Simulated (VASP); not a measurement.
Input of a VASP 6.6.1 run:

Contents of POSCAR:

```
C
1.0
    1.2331900000      0.7119800000      8.2826200000
   -1.2331900000      0.7119800000      8.2826200000
    0.0000000000     -1.4239600000      8.2826200000
C
4
Direct
    0.9128300000      0.9128300000      0.9128300000
    0.2461500000      0.2461500000      0.2461500000
    0.7538500000      0.7538500000      0.7538500000
    0.0871700000      0.0871700000      0.0871700000
```

The input INCAR.step1:

```
SYSTEM = C
PREC = Accurate ; ENCUT = 520
ISMEAR = -1 ; SIGMA = 0.1
LREAL = .FALSE. ; LASPH = .TRUE.
NELM = 80 ; NBANDS = 16
GGA = PE ; ALGO = Normal
EDIFF = 1E-4 ; LWAVE = .TRUE.
LCHARG = .FALSE.
```

Contents of INCAR.step2:

```
SYSTEM = C
PREC = Accurate ; ENCUT = 520
EDIFF = 1E-6 ; ISMEAR = -1
SIGMA = 0.1 ; LREAL = .FALSE.
LASPH = .TRUE. ; NELM = 80
ALGO = Normal ; ISIF = 2
LWAVE = .FALSE. ; LCHARG = .TRUE.
METAGGA = R2SCAN ; LMIXTAU = .TRUE.
LELF = .TRUE. ; LVHAR = .TRUE.
NBANDS = 16 ; ISTART = 1
```

File KPOINTS:

```
Automatic mesh
0
G
  11 11 11
  0 0 0
```

Potentials or basis: VASP PAW PBE potentials, release 64 (C).

Command:

```bash
$ cat potpaw_PBE.64/C/POTCAR > POTCAR
$ cp INCAR.step1 INCAR
$ mpirun -np 1 vasp_std > vasp.out
$ cp INCAR.step2 INCAR
$ mpirun -np 1 vasp_std > vasp.out
```

Q: What does it give for the largest force?

A: 0.010 eV/Å.

Q: Predict the pressure.

A: -2.5 GPa.

Stress tensor (GPa, compression positive):
```
-3.45  0.00  0.00
 0.00 -3.45  0.00
 0.00  0.00 -0.71
```

Caveat: the PAW data sets were made with another functional, which shifts forces and pressure a little.
